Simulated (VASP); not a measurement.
CoH3:

```
Co H
1.0
     3.19188    0.00000    0.00000
    -1.59594    2.76425    0.00000
     0.00000    0.00000    4.29910
Co H
1 3
Direct
  0.00000 0.00000 0.50000
  0.50000 0.00000 0.50000
  0.00000 0.50000 0.50000
  0.50000 0.50000 0.50000
```

The cell was built from a structure type or drawn by symmetry, and may not be a known phase.

```yaml
Program: VASP 6.6.1
Task: relaxation of cell and atoms
Functional: PBE
Potentials_or_basis: VASP PAW PBE potentials, release 64 (Co, H)
Cutoff: 600 eV
k_mesh: 5 × 5 × 3
Occupations: gaussian, width 0.15 eV
Spin: collinear spin, ferromagnetic start
Starting_moments: "[3.0, 0.0, 0.0, 0.0] μB"
```

At the start: pressure 2.2 GPa; volume 9.48 Å³/atom.

Task: How do energy, volume and symmetry change on relaxing?

Result: Over 13 steps the energy falls by 184.0 meV/atom and the volume is 5.78 Å³/atom (-39.0 %); space group P6/mmm (No. 191, to 0.1 Å) before and after; moment 0.77 μB per cell.

Step by step:
```tsv
step	energy change (eV)	largest force (eV/Å)	pressure (GPa)	volume (Å³)
1	0.0000	0.0000	2.22	37.93
2	-0.0212	0.0000	-0.06	38.65
3	-0.0246	0.0000	-1.28	39.07
4	-0.0308	0.0000	-1.36	38.71
5	-0.0517	0.0000	-1.72	37.64
6	-0.1074	0.0000	-2.51	35.48
7	-0.2784	0.0000	-4.42	31.12
8	-0.7068	0.0000	6.53	22.21
9	-0.7113	0.0000	6.73	22.10
10	-0.7125	0.0000	7.07	21.97
11	-0.7175	0.0000	6.20	22.08
12	-0.7287	0.0000	3.84	22.43
13	-0.7361	0.0000	-0.45	23.14
```

Final structure:
```
Co H
1.0
     3.37842    0.00000    0.00000
    -1.68921    2.92580    0.00000
     0.00000    0.00000    2.34091
Co H
1 3
Direct
  0.00000 0.00000 0.50000
  0.50000 0.00000 0.50000
  0.00000 0.50000 0.50000
  0.50000 0.50000 0.50000
```

Caveat: the k points lie up to 0.89 Å⁻¹ apart in the final cell; the volume moved by over 15 % at a fixed basis, so the end points are rough.
